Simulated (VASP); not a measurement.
Runs of VASP 6.6.1 on NaF (Villiaumite). The structure is that of space group Fm-3m (No. 225), or close to it. The cells are those of the table. 

```csv
level,cell,k mesh,smearing,gap on the mesh (eV),pressure (GPa)
r2SCAN,"a = 3.249, b = 3.249, c = 3.342 Å, angles 59.1, 59.1, 58.1°, 2 atoms",10 × 10 × 10,gaussian 0.01 eV,7.23,-0.6
PBE,"a = 3.062 Å, angles 60.0°, 2 atoms",6 × 6 × 6,gaussian 0.01 eV,7.55,19.6
PBE,"a = 3.249, b = 3.249, c = 3.342 Å, angles 59.1, 59.1, 58.1°, 2 atoms",10 × 10 × 10,fermi-dirac 0.02 eV,6.35,3.5
PBE,"a = 3.062 Å, angles 60.0°, 2 atoms",10 × 10 × 10,fermi-dirac 0.02 eV,7.55,19.6
PBE,"a = 3.249 Å, angles 60.0°, 2 atoms",6 × 6 × 6,gaussian 0.01 eV,(a),3.5
```

Alike in all rows: task single point; potentials or basis VASP PAW PBE potentials, release 64 (Na_pv, F); no spin polarisation; cutoff (eV) 520.

Problem. Estimate the missing entries.

Solution. (a) 6.44.

Caveats: the PAW data sets were made with another functional, which shifts forces and pressure a little (some runs).

A k mesh can miss the band edges.
